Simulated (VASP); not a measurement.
# Cs (Cmcm) in VASP: single point with PBEsol

Aim: the single point of Cs with PBEsol.

Program: VASP 6.6.1. These are calculated values, not measurements. Logs are shortened: lines on timing, memory, paths and dates and some standing lists are left out, and cuts for length are marked.

## (1) The cell of the first run

It takes space group Cmcm (No. 63, orthorhombic). The conventional cell has a = 5.350 Å, b = 9.346 Å, c = 8.664 Å, α = 90.00°, β = 90.00°, γ = 90.00°.

## (2) Single point, PBEsol

File INCAR:

```
  PREC = Accurate
  ENCUT = 520
  EDIFF = 1E-6
  ISMEAR = 0
  SIGMA = 0.1
  LREAL = False
  LASPH = True
  NELM = 80
  ALGO = Fast
  ISIF = 2
  LWAVE = False
  LCHARG = False
  GGA = PS
  NBANDS = 16
```

File KPOINTS:

```
regular mesh
0
Gamma
  10 10 6
```

File POSCAR:

```
Cs
1.0
    2.6750435302     -4.6731454725      0.0000000000
    2.6750435302      4.6731454725      0.0000000000
    0.0000000000      0.0000000000      8.6644312787
Cs
2
Direct
    0.8349258781      0.1650741219      0.7500000000
    0.1650741219      0.8349258781      0.2500000000
```

Potentials or basis: VASP PAW PBE potentials, release 64 (Cs_sv).

The run is started by

```bash
$ cat potpaw_PBE.64/Cs_sv/POTCAR > POTCAR
$ mpirun -np 1 vasp_std > vasp.out
```

OUTCAR:

```text
PREC = Accurate
   ENCUT = 520
   EDIFF = 1E-6
   ISMEAR = 0
   LREAL = False
   LASPH = True
   NELM = 80
   ISIF = 2
   GGA = PS

 ion  position               nearest neighbor table
   1  0.835  0.165  0.750-
   2  0.165  0.835  0.250-

  LATTYP: Found a base centered orthorhombic cell.
 ALAT       =     5.3500870604
 B/A-ratio  =     1.7469418422
 C/A-ratio  =     1.6194935112

  Lattice vectors:

 A1 = (   2.6750435302,  -4.6731454725,   0.0000000000)
 A2 = (   2.6750435302,   4.6731454725,   0.0000000000)
 A3 = (   0.0000000000,   0.0000000000,   8.6644312787)

Analysis of symmetry for initial positions (statically):
=====================================================================
 Subroutine PRICEL returns:
 Original cell was already a primitive cell.

 Routine SETGRP: Setting up the symmetry group for a
 base centered orthorhombic supercell.

 Subroutine GETGRP returns: Found  8 space group operations
 (whereof  4 operations were pure point group operations)
 out of a pool of  8 trial point group operations.

The static configuration has the point symmetry C_2h.
 The point group associated with its full space group is D_2h.

Analysis of symmetry for dynamics (positions and initial velocities):
=====================================================================
 Subroutine PRICEL returns:
 Original cell was already a primitive cell.

 Routine SETGRP: Setting up the symmetry group for a
 base centered orthorhombic supercell.

 Subroutine GETGRP returns: Found  8 space group operations
 (whereof  4 operations were pure point group operations)
 out of a pool of  8 trial point group operations.

The dynamic configuration has the point symmetry C_2h.
 The point group associated with its full space group is D_2h.

 Subroutine INISYM returns: Found  8 space group operations
 (whereof  4 operations are pure point group operations),
 and found     1 'primitive' translations

----------------------------------------------------------------------------------------

                                     Primitive cell

  volume of cell :     216.6258

  direct lattice vectors                    reciprocal lattice vectors
     2.675043530 -4.673145472  0.000000000     0.186912846 -0.106994315  0.000000000
     2.675043530  4.673145472  0.000000000     0.186912846  0.106994315  0.000000000
     0.000000000  0.000000000  8.664431279     0.000000000  0.000000000  0.115414384

  length of vectors
     5.384621295  5.384621295  8.664431279     0.215369904  0.215369904  0.115414384

  position of ions in fractional coordinates (direct lattice)
     0.834925878  0.165074122  0.750000000
     0.165074122  0.834925878  0.250000000

  ion indices of the primitive-cell ions
   primitive index   ion index
                 1           1
                 2           2

----------------------------------------------------------------------------------------

 KPOINTS: regular mesh

Automatic generation of k-mesh.
 Grid dimensions read from file:
 generate k-points for:   10   10    6

 Generating k-lattice:

  Cartesian coordinates                     Fractional coordinates (reciprocal lattice)
     0.018691285 -0.010699432  0.000000000     0.100000000  0.000000000  0.000000000
     0.018691285  0.010699432  0.000000000     0.000000000  0.100000000  0.000000000
     0.000000000  0.000000000  0.019235731     0.000000000  0.000000000  0.166666667

  Length of vectors
     0.021536990  0.021536990  0.019235731

  Shift w.r.t. Gamma in fractional coordinates (k-lattice)
     0.000000000  0.000000000  0.000000000

 Subroutine IBZKPT returns following result:
 ===========================================

 Found    124 irreducible k-points:

 Following reciprocal coordinates:
            Coordinates               Weight
  0.000000  0.000000  0.000000      1.000000
  0.100000 -0.000000  0.000000      4.000000
  0.200000 -0.000000  0.000000      4.000000
  0.300000 -0.000000  0.000000      4.000000
  0.400000 -0.000000  0.000000      4.000000
  0.500000 -0.000000  0.000000      2.000000
[... 16 lines left out ...]
  0.300000  0.300000  0.000000      2.000000
  0.400000  0.300000  0.000000      4.000000
 [... further k-points ...]
   k-points           NKPTS =    124   k-points in BZ     NKDIM =    124   number of bands    NBANDS=     16
   number of dos      NEDOS =    301   number of ions     NIONS =      2
   total plane-waves  NPLWV = 102400
   dimension x,y,z NGX =    40 NGY =   40 NGZ =   64
   dimension x,y,z NGXF=    80 NGYF=   80 NGZF=  128
   ions per type =               2
   NGX,Y,Z   is equivalent  to a cutoff of  12.35, 12.35, 12.28 a.u.
   NGXF,Y,Z  is equivalent  to a cutoff of  24.70, 24.70, 24.56 a.u.
 SYSTEM =  unknown system
   PREC   = accura    normal or accurate (medium, high low for compatibility)
   ISTART =      0    job   : 0-new  1-cont  2-samecut
   ICHARG =      2    charge: 1-file 2-atom 10-const
   ISPIN  =      1    spin polarized calculation?
   LNONCOLLINEAR =      F non collinear calculations
   LSORBIT =      F    spin-orbit coupling
   LASPH  =      T    aspherical Exc in radial PAW
   ENCUT  =  520.0 eV  38.22 Ry    6.18 a.u.  10.01 10.01 16.11*2*pi/ulx,y,z
   NELM   =     80;   NELMIN=  2; NELMDL= -5     # of ELM steps
   EDIFF  = 0.1E-05   stopping-criterion for ELM
   LREAL  =      F    real-space projection
   EDIFFG = 0.1E-04   stopping-criterion for IOM
   NSW    =      0    number of steps for IOM
   IBRION =     -1    ionic relax: 0-MD 1-quasi-New 2-CG
   NFREE  =      0    steps in history (QN), initial steepest desc. (CG)
   ISIF   =      2    stress and relaxation
   ISYM   =      2    0-nonsym 1-usesym 2-fastsym
   POTIM  = 0.5000    time-step for ionic-motion
   TEBEG  =    0.0;   TEEND  =   0.0 temperature during run
   PSTRESS=    0.0 pullay stress
   NELECT =      18.0000    total number of electrons
   NUPDOWN=      -1.0000    fix difference up-down
   EMIN   =  10.00;   EMAX   =-10.00  energy-range for DOS
   EFERMI =   0.00;   METHOD = LEGACY
   ISMEAR =     0;   SIGMA  =   0.10  broadening in eV -4-tet -1-fermi 0-gaus
   EFERMI_NEDOS =   21; number of points for ismear=-14 and -15
   IALGO  =     68    algorithm
   IMIX   =      4    mixing-type and parameters
     AMIX     =   0.40;   BMIX     =  1.00
     AMIX_MAG =   1.60;   BMIX_MAG =  1.00
  volume/ion in A,a.u.               =     108.31       730.93
  Fermi-wavevector in a.u.,A,eV,Ry     =   0.714379  1.349981  6.943569  0.510338
  Thomas-Fermi vector in A             =   1.802264
   LORBIT       =      0    0 simple, 1 ext, 2 COOP (PROOUT), +10 PAW based schemes
   GGA     = PS    functional components
   LHFCALC =     F    Hartree Fock is set to
   AEXX    =    0.0000 exact exchange contribution
   IVDW    =     0    specifies the selected vdW correction
   LEPSILON=     F    determine dielectric tensor
   LRPA    =     F    only Hartree local field effects (RPA)
 non-spin polarized calculation
 RMM-DIIS sequential band-by-band and
 Gauss-broadening in eV      SIGMA  =   0.10
  energy-cutoff  :      520.00
  volume of cell :      216.63
 maximum number of plane-waves:      5872
   NGX = 21   NGY = 21   NGZ = 33

 number of electron      18.0000003 magnetization

 Free energy of the ion-electron system (eV)
  ---------------------------------------------------
  ext. energy  EPLUGINS =         0.00000000
  ---------------------------------------------------
  free energy    TOTEN  =        -1.89123639 eV

  energy without entropy =       -1.87779603  energy(sigma->0) =       -1.88451621

 E-fermi :   0.5078     XC(G=0):  -5.6342

 val. band max:        0.5069869052   @ k =   0.5000   0.3000   0.3333
 cond. band min:       0.5097493526   @ k =   0.5000  -0.0000   0.1667
 fundamental gap:      0.0027624474
 Fermi energy:         0.5077836263

 k-point     1 :       0.0000    0.0000    0.0000
  band No.  band energies     occupation
      1     -23.2831      2.00000
      2     -23.2745      2.00000
      3     -10.1651      2.00000
      4     -10.0211      2.00000
      5     -10.0185      2.00000
      6      -9.9958      2.00000
[... 8 lines left out ...]
     15       3.2616      0.00000
     16       3.2992      0.00000

 k-point     2 :       0.1000   -0.0000    0.0000
  band No.  band energies     occupation
      1     -23.2824      2.00000
      2     -23.2742      2.00000
      3     -10.1597      2.00000
      4     -10.0312      2.00000
      5     -10.0242      2.00000
      6     -10.0077      2.00000
[... 8 lines left out ...]
     15       3.2239      0.00000
     16       3.3790      0.00000

 k-point     3 :       0.2000   -0.0000    0.0000
  band No.  band energies     occupation
      1     -23.2806      2.00000
      2     -23.2735      2.00000
      3     -10.1447      2.00000
      4     -10.0626      2.00000
      5     -10.0394      2.00000
      6     -10.0341      2.00000
[... 8 lines left out ...]
     15       3.2443      0.00000
     16       3.2730      0.00000

 k-point     4 :       0.3000   -0.0000    0.0000
  band No.  band energies     occupation
      1     -23.2782      2.00000
      2     -23.2726      2.00000
      3     -10.1233      2.00000
      4     -10.1016      2.00000
      5     -10.0769      2.00000
      6     -10.0458      2.00000
[... 8 lines left out ...]
     15       3.0195      0.00000
     16       3.7134      0.00000
[... 324 lines left out ...]
 k-point    22 :      -0.2000    0.2000    0.0000
  band No.  band energies     occupation
      1     -23.2807      2.00000
      2     -23.2736      2.00000
      3     -10.1447      2.00000
      4     -10.0631      2.00000
      5     -10.0392      2.00000
      6     -10.0317      2.00000
[... 8 lines left out ...]
     15       3.2827      0.00000
     16       3.3943      0.00000

 k-point    23 :       0.3000    0.3000    0.0000
  band No.  band energies     occupation
      1     -23.2737      2.00000
      2     -23.2726      2.00000
      3     -10.1224      2.00000
      4     -10.1016      2.00000
      5     -10.0862      2.00000
      6     -10.0713      2.00000
[... 8 lines left out ...]
     15       2.7024      0.00000
     16       3.5016      0.00000

 k-point    24 :       0.4000    0.3000    0.0000
  band No.  band energies     occupation
      1     -23.2737      2.00000
      2     -23.2727      2.00000
      3     -10.1206      2.00000
      4     -10.0997      2.00000
      5     -10.0871      2.00000
      6     -10.0704      2.00000
[... 8 lines left out ...]
     15       2.7009      0.00000
     16       3.4929      0.00000

 [... further k-points ...]

------------------------ aborting loop because EDIFF is reached ----------------------------------------

  FORCE on cell =-STRESS in cart. coord.  units (eV):
  Direction    XX          YY          ZZ          XY          YZ          ZX
  --------------------------------------------------------------------------------------
  -------------------------------------------------------------------------------------
  Total        0.0257813      0.0137358      0.0148269      0.0000000      0.0000000      0.0000000
  in kB        0.1906797      0.1015911      0.1096603      0.0000000      0.0000000      0.0000000
  external PRESSURE =       0.1339770 kB  Pullay stress =       0.0000000 kB

 VOLUME and BASIS-vectors are now :
 -----------------------------------------------------------------------------
  energy-cutoff  :      520.00
  volume of cell :      216.63
      direct lattice vectors                 reciprocal lattice vectors
     2.675043530 -4.673145472  0.000000000     0.186912846 -0.106994315  0.000000000
     2.675043530  4.673145472  0.000000000     0.186912846  0.106994315  0.000000000
     0.000000000  0.000000000  8.664431279     0.000000000  0.000000000  0.115414384

 POSITION                                       TOTAL-FORCE (eV/Angst)
 -----------------------------------------------------------------------------------
      2.67504     -3.13031      6.49832         0.000000      0.000007      0.000000
      2.67504      3.13031      2.16611         0.000000     -0.000007      0.000000
 -----------------------------------------------------------------------------------
    total drift:                               -0.000000     -0.000000     -0.000000

  FREE ENERGIE OF THE ION-ELECTRON SYSTEM (eV)
  ---------------------------------------------------
  free  energy   TOTEN  =        -1.8912363931 eV

  energy  without entropy=       -1.8777960279  energy(sigma->0) =       -1.88451621
```

Wall time 6.6 min (1 thread of Oxide Virtual Turin-like, shared host); peak memory 0.5 GiB.

Results:

| Quantity | Value |
| --- | --- |
| Free energy | -1.8912 eV |
| Pressure | 0.0 GPa |
| Band gap on the k mesh | zero (bands 9 and 10 overlap by 1.68 eV) |

Caveat: the PAW data sets were made with another functional, which shifts forces and pressure a little; spin-orbit coupling is left out, which moves the levels of the heavy elements.
